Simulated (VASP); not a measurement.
# BiPt (P6_3/mmc) in VASP: further runs

The runs below take BiPt through electric field gradients, with LDA.

All numbers are computed with VASP 6.6.1; they aren't measurements. Logs are shortened: lines on timing, memory, paths and dates and some standing lists are left out, and cuts for length are marked.

## (1) The cell of the first run

Symmetry: P6_3/mmc, No. 194, hexagonal system. The conventional cell has a = 4.272 Å, b = 4.272 Å, c = 5.490 Å, α = 90.00°, β = 90.00°, γ = 120.00°. Within 3.7 Å of Bi (site symmetry -6m2) lie 6 Pt at 2.82 Å and 6 Bi at 3.69 Å. Pt (site symmetry -3m) has 2 Pt at 2.75 Å and 6 Bi at 2.82 Å within 3.6 Å.

## (2) Electric field gradients, LDA (equal xx and yy strain of -1 %)

INCAR

```
ALGO     = Normal         # electronic algorithm
EDIFF    = 1E-8           # SCF threshold, eV
ENCUT    = 430            # plane-wave cutoff, eV
GGA      = CA             # functional
GGA_COMPAT= False        
ISIF     = 2              # what is computed and relaxed
ISMEAR   = -1             # smearing method
LASPH    = True           # aspherical terms in the spheres
LCHARG   = False          # write CHGCAR
LEFG     = True         
LREAL    = False          # projectors in reciprocal space
LWAVE    = False          # write WAVECAR
NBANDS   = 41             # bands
NELM     = 120            # most SCF steps
PREC     = Accurate       # precision mode
SIGMA    = 0.05           # smearing width, eV
```

KPOINTS

```
k-points
0
Gamma
  9 9 6
```

POSCAR

```
BiPt
1.0
    4.2718501640      0.0000000000      0.0000000000
   -2.1359250821      3.6995307632      0.0000000000
    0.0000000000      0.0000000000      5.4900000000
Bi Pt
2 2
Direct
    0.3333333333      0.6666666667      0.2500000000
    0.6666666667      0.3333333333      0.7500000000
    0.0000000000      0.0000000000      0.0000000000
    0.0000000000      0.0000000000      0.5000000000
```

Potentials or basis: VASP PAW LDA potentials, release 64 (Bi_d, Pt_sv_GW).

Command:

```bash
cat potpaw_LDA.64/Bi_d/POTCAR potpaw_LDA.64/Pt_sv_GW/POTCAR > POTCAR
mpirun -np 1 vasp_std > vasp.out
```

OUTCAR:

```text
EDIFF = 1E-8
   ENCUT = 430
   GGA = CA
   ISIF = 2
   ISMEAR = -1
   LASPH = True
   LREAL = False
   NELM = 120
   PREC = Accurate

 ion  position               nearest neighbor table
   1  0.333  0.667  0.250-   3 2.82   4 2.82   3 2.82   4 2.82   3 2.82   4 2.82   2 3.69   2 3.69
                             2 3.69   2 3.69   2 3.69   2 3.69
   2  0.667  0.333  0.750-   3 2.82   4 2.82   3 2.82   4 2.82   3 2.82   4 2.82   1 3.69   1 3.69
                             1 3.69   1 3.69   1 3.69   1 3.69
   3  0.000  0.000  0.000-   4 2.75   4 2.75   1 2.82   2 2.82   2 2.82   1 2.82   2 2.82   1 2.82

   4  0.000  0.000  0.500-   3 2.75   3 2.75   1 2.82   2 2.82   2 2.82   1 2.82   2 2.82   1 2.82

  LATTYP: Found a hexagonal cell.
 ALAT       =     4.2718501640
 C/A-ratio  =     1.2851574351

  Lattice vectors:

 A1 = (   4.2718501640,   0.0000000000,   0.0000000000)
 A2 = (  -2.1359250821,   3.6995307632,   0.0000000000)
 A3 = (   0.0000000000,   0.0000000000,   5.4900000000)

Analysis of symmetry for initial positions (statically):
=====================================================================
 Subroutine PRICEL returns:
 Original cell was already a primitive cell.

 Routine SETGRP: Setting up the symmetry group for a
 hexagonal supercell.

 Subroutine GETGRP returns: Found 24 space group operations
 (whereof 12 operations were pure point group operations)
 out of a pool of 24 trial point group operations.

The static configuration has the point symmetry D_3d.
 The point group associated with its full space group is D_6h.

Analysis of symmetry for dynamics (positions and initial velocities):
=====================================================================
 Subroutine PRICEL returns:
 Original cell was already a primitive cell.

 Routine SETGRP: Setting up the symmetry group for a
 hexagonal supercell.

 Subroutine GETGRP returns: Found 24 space group operations
 (whereof 12 operations were pure point group operations)
 out of a pool of 24 trial point group operations.

The dynamic configuration has the point symmetry D_3d.
 The point group associated with its full space group is D_6h.

 Subroutine INISYM returns: Found 24 space group operations
 (whereof 12 operations are pure point group operations),
 and found     1 'primitive' translations

----------------------------------------------------------------------------------------

                                     Primitive cell

  volume of cell :      86.7631

  direct lattice vectors                    reciprocal lattice vectors
     4.271850164  0.000000000  0.000000000     0.234090607  0.135152275  0.000000000
    -2.135925082  3.699530763  0.000000000     0.000000000  0.270304550  0.000000000
     0.000000000  0.000000000  5.490000000     0.000000000  0.000000000  0.182149362

  length of vectors
     4.271850164  4.271850164  5.490000000     0.270304551  0.270304550  0.182149362

  position of ions in fractional coordinates (direct lattice)
     0.333333333  0.666666667  0.250000000
     0.666666667  0.333333333  0.750000000
     0.000000000  0.000000000  0.000000000
     0.000000000  0.000000000  0.500000000

  ion indices of the primitive-cell ions
   primitive index   ion index
                 1           1
                 2           2
                 3           3
                 4           4

----------------------------------------------------------------------------------------

 KPOINTS: k-points

Automatic generation of k-mesh.
 Grid dimensions read from file:
 generate k-points for:    9    9    6

 Generating k-lattice:

  Cartesian coordinates                     Fractional coordinates (reciprocal lattice)
     0.026010067  0.015016919  0.000000000     0.111111111  0.000000000  0.000000000
     0.000000000  0.030033839  0.000000000     0.000000000  0.111111111  0.000000000
     0.000000000  0.000000000  0.030358227     0.000000000  0.000000000  0.166666667

  Length of vectors
     0.030033839  0.030033839  0.030358227

  Shift w.r.t. Gamma in fractional coordinates (k-lattice)
     0.000000000  0.000000000  0.000000000

 Subroutine IBZKPT returns following result:
 ===========================================

 Found     48 irreducible k-points:

 Following reciprocal coordinates:
            Coordinates               Weight
  0.000000  0.000000  0.000000      1.000000
  0.111111 -0.000000  0.000000      6.000000
  0.222222 -0.000000  0.000000      6.000000
  0.333333  0.000000  0.000000      6.000000
  0.444444 -0.000000  0.000000      6.000000
  0.111111  0.111111  0.000000      6.000000
[... 16 lines left out ...]
  0.333333  0.222222  0.166667     24.000000
  0.333333  0.333333  0.166667      4.000000
 [... further k-points ...]
   k-points           NKPTS =     48   k-points in BZ     NKDIM =     48   number of bands    NBANDS=     41
   number of dos      NEDOS =    301   number of ions     NIONS =      4
   total plane-waves  NPLWV =  36000
   dimension x,y,z NGX =    30 NGY =   30 NGZ =   40
   dimension x,y,z NGXF=    60 NGYF=   60 NGZF=   80
   ions per type =               2   2
   NGX,Y,Z   is equivalent  to a cutoff of  11.67, 11.67, 12.11 a.u.
   NGXF,Y,Z  is equivalent  to a cutoff of  23.35, 23.35, 24.23 a.u.
 SYSTEM =  unknown system
   PREC   = accura    normal or accurate (medium, high low for compatibility)
   ISTART =      0    job   : 0-new  1-cont  2-samecut
   ICHARG =      2    charge: 1-file 2-atom 10-const
   ISPIN  =      1    spin polarized calculation?
   LNONCOLLINEAR =      F non collinear calculations
   LSORBIT =      F    spin-orbit coupling
   LASPH  =      T    aspherical Exc in radial PAW
   ENCUT  =  430.0 eV  31.60 Ry    5.62 a.u.   7.22  7.22  9.28*2*pi/ulx,y,z
   NELM   =    120;   NELMIN=  2; NELMDL= -5     # of ELM steps
   EDIFF  = 0.1E-07   stopping-criterion for ELM
   LREAL  =      F    real-space projection
   EDIFFG = 0.1E-06   stopping-criterion for IOM
   NSW    =      0    number of steps for IOM
   IBRION =     -1    ionic relax: 0-MD 1-quasi-New 2-CG
   NFREE  =      0    steps in history (QN), initial steepest desc. (CG)
   ISIF   =      2    stress and relaxation
   ISYM   =      2    0-nonsym 1-usesym 2-fastsym
   POTIM  = 0.5000    time-step for ionic-motion
   TEBEG  =    0.0;   TEEND  =   0.0 temperature during run
   PSTRESS=    0.0 pullay stress
   NELECT =      66.0000    total number of electrons
   NUPDOWN=      -1.0000    fix difference up-down
   EMIN   =  10.00;   EMAX   =-10.00  energy-range for DOS
   EFERMI =   0.00;   METHOD = LEGACY
   ISMEAR =    -1;   SIGMA  =   0.05  broadening in eV -4-tet -1-fermi 0-gaus
   EFERMI_NEDOS =   21; number of points for ismear=-14 and -15
   IALGO  =     38    algorithm
   IMIX   =      4    mixing-type and parameters
     AMIX     =   0.40;   BMIX     =  1.00
     AMIX_MAG =   1.60;   BMIX_MAG =  1.00
  volume/ion in A,a.u.               =      21.69       146.38
  Fermi-wavevector in a.u.,A,eV,Ry     =   1.494438  2.824078 30.386490  2.233344
  Thomas-Fermi vector in A             =   2.606710
   LORBIT       =      0    0 simple, 1 ext, 2 COOP (PROOUT), +10 PAW based schemes
   GGA     = CA    functional components
   LHFCALC =     F    Hartree Fock is set to
   AEXX    =    0.0000 exact exchange contribution
   IVDW    =     0    specifies the selected vdW correction
   LEPSILON=     F    determine dielectric tensor
   LRPA    =     F    only Hartree local field effects (RPA)
 non-spin polarized calculation
  energy-cutoff  :      430.00
  volume of cell :       86.76
 maximum number of plane-waves:      1774
 NGX is ok and might be reduce to    30
   NGX = 15   NGY = 15   NGZ = 19

 number of electron      65.9999979 magnetization

 Free energy of the ion-electron system (eV)
  ---------------------------------------------------
  ext. energy  EPLUGINS =         0.00000000
  ---------------------------------------------------
  free energy    TOTEN  =       -24.78114626 eV

  energy without entropy =      -24.76182200  energy(sigma->0) =      -24.77148413

 E-fermi :   9.3819     XC(G=0): -12.0662

 val. band max:        9.3701596265   @ k =   0.4444   0.1111   0.1667
 cond. band min:       9.4184889765   @ k =   0.3333   0.0000   0.3333
 fundamental gap:      0.0483293500
 Fermi energy:         9.3819094744

 k-point     1 :       0.0000    0.0000    0.0000
  band No.  band energies     occupation
      1     -88.7371      2.00000
      2     -88.7239      2.00000
      3     -43.4759      2.00000
      4     -43.2528      2.00000
      5     -43.2528      2.00000
      6     -43.2241      2.00000
[... 33 lines left out ...]
     40      15.1827      0.00000
     41      17.0823      0.00000

 k-point     2 :       0.1111   -0.0000    0.0000
  band No.  band energies     occupation
      1     -88.7371      2.00000
      2     -88.7239      2.00000
      3     -43.4759      2.00000
      4     -43.2526      2.00000
      5     -43.2523      2.00000
      6     -43.2246      2.00000
[... 33 lines left out ...]
     40      15.7653      0.00000
     41      15.9231      0.00000

 k-point     3 :       0.2222   -0.0000    0.0000
  band No.  band energies     occupation
      1     -88.7371      2.00000
      2     -88.7239      2.00000
      3     -43.4758      2.00000
      4     -43.2526      2.00000
      5     -43.2524      2.00000
      6     -43.2248      2.00000
[... 875 lines left out ...]
      2     -88.7247      2.00000
      3     -43.4570      2.00000
      4     -43.2514      2.00000
      5     -43.2509      2.00000
      6     -43.2273      2.00000
[... 33 lines left out ...]
     40      17.2207      0.00000
     41      18.4677      0.00000

 k-point    24 :       0.3333    0.3333    0.1667
  band No.  band energies     occupation
      1     -88.7362      2.00000
      2     -88.7246      2.00000
      3     -43.4569      2.00000
      4     -43.2513      2.00000
      5     -43.2513      2.00000
      6     -43.2272      2.00000
[... 33 lines left out ...]
     40      17.7044      0.00000
     41      18.0953      0.00000

 [... further k-points ...]

------------------------ aborting loop because EDIFF is reached ----------------------------------------

  FORCE on cell =-STRESS in cart. coord.  units (eV):
  Direction    XX          YY          ZZ          XY          YZ          ZX
  --------------------------------------------------------------------------------------
  -------------------------------------------------------------------------------------
  Total        1.0773930      1.0773930      0.1246274     -0.0000000      0.0000000     -0.0000000
  in kB       19.8952659     19.8952659      2.3013835     -0.0000000      0.0000000     -0.0000000
  external PRESSURE =      14.0306385 kB  Pullay stress =       0.0000000 kB

 VOLUME and BASIS-vectors are now :
 -----------------------------------------------------------------------------
  energy-cutoff  :      430.00
  volume of cell :       86.76
      direct lattice vectors                 reciprocal lattice vectors
     4.271850164  0.000000000  0.000000000     0.234090607  0.135152275  0.000000000
    -2.135925082  3.699530763  0.000000000     0.000000000  0.270304550  0.000000000
     0.000000000  0.000000000  5.490000000     0.000000000  0.000000000  0.182149362

 POSITION                                       TOTAL-FORCE (eV/Angst)
 -----------------------------------------------------------------------------------
     -0.00000      2.46635      1.37250        -0.000000      0.000000      0.000000
      2.13593      1.23318      4.11750         0.000000      0.000000      0.000000
      0.00000      0.00000      0.00000         0.000000      0.000000      0.000000
      0.00000      0.00000      2.74500         0.000000      0.000000      0.000000
 -----------------------------------------------------------------------------------
    total drift:                               -0.000001      0.000001     -0.000000

  FREE ENERGIE OF THE ION-ELECTRON SYSTEM (eV)
  ---------------------------------------------------
  free  energy   TOTEN  =       -24.7811462611 eV

  energy  without entropy=      -24.7618219999  energy(sigma->0) =      -24.77148413

 Electric field gradients (V/A^2)
---------------------------------------------------------------------
 ion       V_xx      V_yy      V_zz      V_xy      V_xz      V_yz
---------------------------------------------------------------------
   1      -7.816    -7.814    15.630     0.002    -0.000     0.000
   2      -7.816    -7.814    15.630     0.002     0.000    -0.000
   3      83.063    83.063  -166.126     0.000    -0.000     0.000
   4      83.063    83.063  -166.126     0.000     0.000    -0.000
---------------------------------------------------------------------

 Electric field gradients after diagonalization (V/A^2)
 (convention: |V_zz| > |V_xx| > |V_yy|)
----------------------------------------------------------------------
 ion       V_xx      V_yy      V_zz     asymmetry (V_yy - V_xx)/ V_zz
----------------------------------------------------------------------
   1      -7.817    -7.813    15.630       0.000
   2      -7.817    -7.813    15.630       0.000
   3      83.063    83.063  -166.126       0.000
   4      83.063    83.063  -166.126       0.000
----------------------------------------------------------------------

           NMR quadrupolar parameters

 Cq : quadrupolar parameter    Cq=e*Q*V_zz/h
 eta: asymmetry parameters     (V_yy - V_xx)/ V_zz
 Q  : nuclear electric quadrupole moment in mb (millibarn)
----------------------------------------------------------------------
 ion       Cq(MHz)       eta       Q (mb)
----------------------------------------------------------------------
   1       0.038       0.000       1.000
   2       0.038       0.000       1.000
   3      -0.402       0.000       1.000
   4      -0.402       0.000       1.000
----------------------------------------------------------------------
```

It took 1.9 min on 1 thread of Intel Xeon Platinum 8488C (Sapphire Rapids), shared host; peak memory 0.24 GiB.

What came out:

```
Free energy                             : -24.7811 eV
Pressure                                : 1.4 GPa
Band gap on the k mesh                  : zero (bands 33 and 34 overlap by 4.12 eV)
Largest electric field gradient by atom : Bi +15.6; Pt -166.1 V/Å²
```

Electric field gradients, principal values (V/Å²):
```csv
atom,least,middle,greatest (by size)
1 Bi,-7.813,-7.817,15.630
2 Bi,-7.813,-7.817,15.630
3 Pt,83.063,83.063,-166.126
4 Pt,83.063,83.063,-166.126
```

Caveat: the cell differs from its parent crystal (equal xx and yy strain of -1 %); without QUAD_EFG the Cq values of the log hold for a quadrupole moment of 1 mb, not for the nuclei; spin-orbit coupling is left out, which moves the levels of the heavy elements.

(Part 1 of 3 ends here.)

The gap in the log of VASP goes by the Fermi energy; the results here count the filled bands.